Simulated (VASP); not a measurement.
# Cu (Pm-3n) in VASP: notebook

Runs on Cu. Level: PBEsol. Tasks: single point, relaxation of cell and atoms.

Program: VASP 6.6.1. These are calculated values, not measurements. Logs are shortened: lines on timing, memory, paths and dates and some standing lists are left out, and cuts for length are marked.

**1. The cell of the first run**

Symmetry: Pm-3n, No. 223, cubic system. The conventional cell has a = 4.528 Å, b = 4.528 Å, c = 4.528 Å, α = 90.00°, β = 90.00°, γ = 90.00°. Within 3.3 Å of Cu (site symmetry m-3) lie 12 Cu at 2.53 Å. Within 3.0 Å of Cu (site symmetry -4m2) lie 14 Cu at 2.26 to 2.77 Å.

**2. Single point, PBEsol**

INCAR

```
SYSTEM = Cu
PREC     = Accurate       ! precision mode
ENCUT    = 520            ! plane-wave cutoff, eV
EDIFF    = 1E-7           ! SCF threshold, eV
ISMEAR   = 0              ! smearing method
SIGMA    = 0.1            ! smearing width, eV
LREAL    = .FALSE.        ! projectors in reciprocal space
LASPH    = .TRUE.         ! aspherical terms in the spheres
NELM     = 60             ! most SCF steps
ALGO     = Fast           ! electronic algorithm
ISIF     = 2              ! what is computed and relaxed
LWAVE    = .FALSE.        ! write WAVECAR
LCHARG   = .FALSE.        ! write CHGCAR
GGA      = PS             ! functional
NBANDS   = 54             ! bands
```

KPOINTS

```
Automatic mesh
0
G
  8 8 8
  0 0 0
```

POSCAR

```
Cu
1.0
    4.5279856407      0.0000000000      0.0000000000
    0.0000000000      4.5279856407      0.0000000000
    0.0000000000      0.0000000000      4.5279856407
Cu
8
Direct
    0.5000000000      0.5000000000      0.5000000000
    0.0000000000      0.0000000000      0.0000000000
    0.2500000000      0.0000000000      0.5000000000
    0.5000000000      0.2500000000      0.0000000000
    0.5000000000      0.7500000000      0.0000000000
    0.7500000000      0.0000000000      0.5000000000
    0.0000000000      0.5000000000      0.7500000000
    0.0000000000      0.5000000000      0.2500000000
```

Potentials or basis: VASP PAW PBE potentials, release 64 (Cu).

On the command line:

```bash
> cat potpaw_PBE.64/Cu/POTCAR > POTCAR
> mpirun -np 1 vasp_std > vasp.out
```

OUTCAR:

```text
SYSTEM = Cu
   PREC = Accurate
   ENCUT = 520
   EDIFF = 1E-7
   ISMEAR = 0
   LREAL = .FALSE.
   LASPH = .TRUE.
   NELM = 60
   ISIF = 2
   GGA = PS

 ion  position               nearest neighbor table
   1  0.500  0.500  0.500-   3 2.53   4 2.53   5 2.53   6 2.53   7 2.53   8 2.53   4 2.53   5 2.53
                             3 2.53   6 2.53   7 2.53   8 2.53
   2  0.000  0.000  0.000-   3 2.53   4 2.53   5 2.53   6 2.53   7 2.53   8 2.53   3 2.53   6 2.53
                             7 2.53   8 2.53   4 2.53   5 2.53
   3  0.250  0.000  0.500-   6 2.26   6 2.26   1 2.53   2 2.53   1 2.53   2 2.53   8 2.77   5 2.77
                             4 2.77   5 2.77   4 2.77   7 2.77   8 2.77   7 2.77
   4  0.500  0.250  0.000-   5 2.26   5 2.26   1 2.53   1 2.53   2 2.53   2 2.53   8 2.77   3 2.77
                             3 2.77   6 2.77   6 2.77   7 2.77   7 2.77   8 2.77
   5  0.500  0.750  0.000-   4 2.26   4 2.26   1 2.53   1 2.53   2 2.53   2 2.53   8 2.77   3 2.77
                             3 2.77   6 2.77   6 2.77   7 2.77   7 2.77   8 2.77
   6  0.750  0.000  0.500-   3 2.26   3 2.26   1 2.53   2 2.53   1 2.53   2 2.53   8 2.77   4 2.77
                             4 2.77   5 2.77   5 2.77   7 2.77   8 2.77   7 2.77
   7  0.000  0.500  0.750-   8 2.26   8 2.26   1 2.53   2 2.53   2 2.53   1 2.53   3 2.77   4 2.77
                             5 2.77   3 2.77   6 2.77   6 2.77   4 2.77   5 2.77
   8  0.000  0.500  0.250-   7 2.26   7 2.26   1 2.53   2 2.53   2 2.53   1 2.53   3 2.77   4 2.77
                             5 2.77   3 2.77   6 2.77   6 2.77   4 2.77   5 2.77

  LATTYP: Found a simple cubic cell.
 ALAT       =     4.5279856407

  Lattice vectors:

 A1 = (   4.5279856407,   0.0000000000,   0.0000000000)
 A2 = (   0.0000000000,   4.5279856407,   0.0000000000)
 A3 = (   0.0000000000,   0.0000000000,   4.5279856407)

Analysis of symmetry for initial positions (statically):
=====================================================================
 Subroutine PRICEL returns:
 Original cell was already a primitive cell.

 Routine SETGRP: Setting up the symmetry group for a
 simple cubic supercell.

 Subroutine GETGRP returns: Found 48 space group operations
 (whereof 24 operations were pure point group operations)
 out of a pool of 48 trial point group operations.

The static configuration has the point symmetry T_h .
 The point group associated with its full space group is O_h .

Analysis of symmetry for dynamics (positions and initial velocities):
=====================================================================
 Subroutine PRICEL returns:
 Original cell was already a primitive cell.

 Routine SETGRP: Setting up the symmetry group for a
 simple cubic supercell.

 Subroutine GETGRP returns: Found 48 space group operations
 (whereof 24 operations were pure point group operations)
 out of a pool of 48 trial point group operations.

The dynamic configuration has the point symmetry T_h .
 The point group associated with its full space group is O_h .

 Subroutine INISYM returns: Found 48 space group operations
 (whereof 24 operations are pure point group operations),
 and found     1 'primitive' translations

----------------------------------------------------------------------------------------

                                     Primitive cell

  volume of cell :      92.8357

  direct lattice vectors                    reciprocal lattice vectors
     4.527985641  0.000000000  0.000000000     0.220848757  0.000000000  0.000000000
     0.000000000  4.527985641  0.000000000     0.000000000  0.220848757  0.000000000
     0.000000000  0.000000000  4.527985641     0.000000000  0.000000000  0.220848757

  length of vectors
     4.527985641  4.527985641  4.527985641     0.220848757  0.220848757  0.220848757

  position of ions in fractional coordinates (direct lattice)
     0.500000000  0.500000000  0.500000000
     0.000000000  0.000000000  0.000000000
     0.250000000  0.000000000  0.500000000
     0.500000000  0.250000000  0.000000000
     0.500000000  0.750000000  0.000000000
     0.750000000  0.000000000  0.500000000
     0.000000000  0.500000000  0.750000000
     0.000000000  0.500000000  0.250000000

  ion indices of the primitive-cell ions
   primitive index   ion index
                 1           1
                 2           2
                 3           3
                 4           4
                 5           5
                 6           6
                 7           7
                 8           8

----------------------------------------------------------------------------------------

 KPOINTS: Automatic mesh

Automatic generation of k-mesh.
 Grid dimensions read from file:
 generate k-points for:    8    8    8

 Generating k-lattice:

  Cartesian coordinates                     Fractional coordinates (reciprocal lattice)
     0.027606095  0.000000000  0.000000000     0.125000000  0.000000000  0.000000000
     0.000000000  0.027606095  0.000000000     0.000000000  0.125000000  0.000000000
     0.000000000  0.000000000  0.027606095     0.000000000  0.000000000  0.125000000

  Length of vectors
     0.027606095  0.027606095  0.027606095

  Shift w.r.t. Gamma in fractional coordinates (k-lattice)
     0.000000000  0.000000000  0.000000000

 Subroutine IBZKPT returns following result:
 ===========================================

 Found     35 irreducible k-points:

 Following reciprocal coordinates:
            Coordinates               Weight
  0.000000  0.000000  0.000000      1.000000
  0.125000  0.000000  0.000000      6.000000
  0.250000  0.000000  0.000000      6.000000
  0.375000  0.000000  0.000000      6.000000
  0.500000  0.000000  0.000000      3.000000
  0.125000  0.125000  0.000000     12.000000
[... 16 lines left out ...]
  0.375000  0.375000  0.125000     24.000000
  0.500000  0.375000  0.125000     24.000000
 [... further k-points ...]
   k-points           NKPTS =     35   k-points in BZ     NKDIM =     35   number of bands    NBANDS=     54
   number of dos      NEDOS =    301   number of ions     NIONS =      8
   total plane-waves  NPLWV =  46656
   dimension x,y,z NGX =    36 NGY =   36 NGZ =   36
   dimension x,y,z NGXF=    72 NGYF=   72 NGZF=   72
   ions per type =               8
   NGX,Y,Z   is equivalent  to a cutoff of  13.22, 13.22, 13.22 a.u.
   NGXF,Y,Z  is equivalent  to a cutoff of  26.43, 26.43, 26.43 a.u.
 SYSTEM =  Cu
   PREC   = accura    normal or accurate (medium, high low for compatibility)
   ISTART =      0    job   : 0-new  1-cont  2-samecut
   ICHARG =      2    charge: 1-file 2-atom 10-const
   ISPIN  =      1    spin polarized calculation?
   LNONCOLLINEAR =      F non collinear calculations
   LSORBIT =      F    spin-orbit coupling
   LASPH  =      T    aspherical Exc in radial PAW
   ENCUT  =  520.0 eV  38.22 Ry    6.18 a.u.   8.42  8.42  8.42*2*pi/ulx,y,z
   NELM   =     60;   NELMIN=  2; NELMDL= -5     # of ELM steps
   EDIFF  = 0.1E-06   stopping-criterion for ELM
   LREAL  =      F    real-space projection
   EDIFFG = 0.1E-05   stopping-criterion for IOM
   NSW    =      0    number of steps for IOM
   IBRION =     -1    ionic relax: 0-MD 1-quasi-New 2-CG
   NFREE  =      0    steps in history (QN), initial steepest desc. (CG)
   ISIF   =      2    stress and relaxation
   ISYM   =      2    0-nonsym 1-usesym 2-fastsym
   POTIM  = 0.5000    time-step for ionic-motion
   TEBEG  =    0.0;   TEEND  =   0.0 temperature during run
   PSTRESS=    0.0 pullay stress
   NELECT =      88.0000    total number of electrons
   NUPDOWN=      -1.0000    fix difference up-down
   EMIN   =  10.00;   EMAX   =-10.00  energy-range for DOS
   EFERMI =   0.00;   METHOD = LEGACY
   ISMEAR =     0;   SIGMA  =   0.10  broadening in eV -4-tet -1-fermi 0-gaus
   EFERMI_NEDOS =   21; number of points for ismear=-14 and -15
   IALGO  =     68    algorithm
   IMIX   =      4    mixing-type and parameters
     AMIX     =   0.40;   BMIX     =  1.00
     AMIX_MAG =   1.60;   BMIX_MAG =  1.00
  volume/ion in A,a.u.               =      11.60        78.31
  Fermi-wavevector in a.u.,A,eV,Ry     =   1.608165  3.038992 35.187327  2.586196
  Thomas-Fermi vector in A             =   2.704078
   LORBIT       =      0    0 simple, 1 ext, 2 COOP (PROOUT), +10 PAW based schemes
   GGA     = PS    functional components
   LHFCALC =     F    Hartree Fock is set to
   AEXX    =    0.0000 exact exchange contribution
   IVDW    =     0    specifies the selected vdW correction
   LEPSILON=     F    determine dielectric tensor
   LRPA    =     F    only Hartree local field effects (RPA)
 non-spin polarized calculation
 RMM-DIIS sequential band-by-band and
 Gauss-broadening in eV      SIGMA  =   0.10
  energy-cutoff  :      520.00
  volume of cell :       92.84
 maximum number of plane-waves:      2522
 NGX is ok and might be reduce to    36
   NGX = 17   NGY = 17   NGZ = 17

 number of electron      88.0000045 magnetization

 Free energy of the ion-electron system (eV)
  ---------------------------------------------------
  ext. energy  EPLUGINS =         0.00000000
  ---------------------------------------------------
  free energy    TOTEN  =       -33.57641358 eV

  energy without entropy =      -33.56043421  energy(sigma->0) =      -33.56842390

 E-fermi :   7.7044     XC(G=0): -12.9990

 val. band max:        7.6869800838   @ k =   0.3750   0.3750   0.3750
 cond. band min:       7.7188304082   @ k =   0.1250   0.1250   0.0000
 fundamental gap:      0.0318503244
 Fermi energy:         7.7044326152

 k-point     1 :       0.0000    0.0000    0.0000
  band No.  band energies     occupation
      1      -1.9005      2.00000
      2       2.2963      2.00000
      3       2.2963      2.00000
      4       2.8005      2.00000
      5       3.3322      2.00000
      6       3.3322      2.00000
[... 46 lines left out ...]
     53      15.4271      0.00000
     54      15.4272      0.00000
[... 1309 lines left out ...]
     53      16.4713      0.00000
     54      16.6788      0.00000

 [... further k-points ...]

------------------------ aborting loop because EDIFF is reached ----------------------------------------

  FORCE on cell =-STRESS in cart. coord.  units (eV):
  Direction    XX          YY          ZZ          XY          YZ          ZX
  --------------------------------------------------------------------------------------
  -------------------------------------------------------------------------------------
  Total        0.4253589      0.4253589      0.4253589     -0.0000000      0.0000000     -0.0000000
  in kB        7.3409277      7.3409277      7.3409277     -0.0000000      0.0000000     -0.0000000
  external PRESSURE =       7.3409277 kB  Pullay stress =       0.0000000 kB

 VOLUME and BASIS-vectors are now :
 -----------------------------------------------------------------------------
  energy-cutoff  :      520.00
  volume of cell :       92.84
      direct lattice vectors                 reciprocal lattice vectors
     4.527985641  0.000000000  0.000000000     0.220848757  0.000000000  0.000000000
     0.000000000  4.527985641  0.000000000     0.000000000  0.220848757  0.000000000
     0.000000000  0.000000000  4.527985641     0.000000000  0.000000000  0.220848757

 POSITION                                       TOTAL-FORCE (eV/Angst)
 -----------------------------------------------------------------------------------
      2.26399      2.26399      2.26399        -0.000000      0.000000     -0.000000
      0.00000      0.00000      0.00000        -0.000000      0.000000     -0.000000
      1.13200      0.00000      2.26399        -0.000000     -0.000000      0.000000
      2.26399      1.13200      0.00000        -0.000000      0.000000     -0.000000
      2.26399      3.39599      0.00000        -0.000000      0.000000      0.000000
      3.39599      0.00000      2.26399         0.000000     -0.000000     -0.000000
      0.00000      2.26399      3.39599         0.000000     -0.000000     -0.000000
      0.00000      2.26399      1.13200        -0.000000      0.000000      0.000000
 -----------------------------------------------------------------------------------
    total drift:                                0.000000      0.000000     -0.000000

  FREE ENERGIE OF THE ION-ELECTRON SYSTEM (eV)
  ---------------------------------------------------
  free  energy   TOTEN  =       -33.5764135835 eV

  energy  without entropy=      -33.5604342080  energy(sigma->0) =      -33.56842390
```

It took 95 s on 1 thread of Intel Xeon 6975P-C (Granite Rapids), shared host; peak memory 0.27 GiB.

Results:

| Quantity | Value |
| --- | --- |
| Free energy | -33.5764 eV |
| Pressure | 0.7 GPa |
| Band gap on the k mesh | zero (bands 44 and 45 overlap by 1.75 eV) |

Caveat: the PAW data sets were made with another functional, which shifts forces and pressure a little.

(Part 1 of 2 ends here.)

The gap in the log of VASP goes by the Fermi energy; the results here count the filled bands.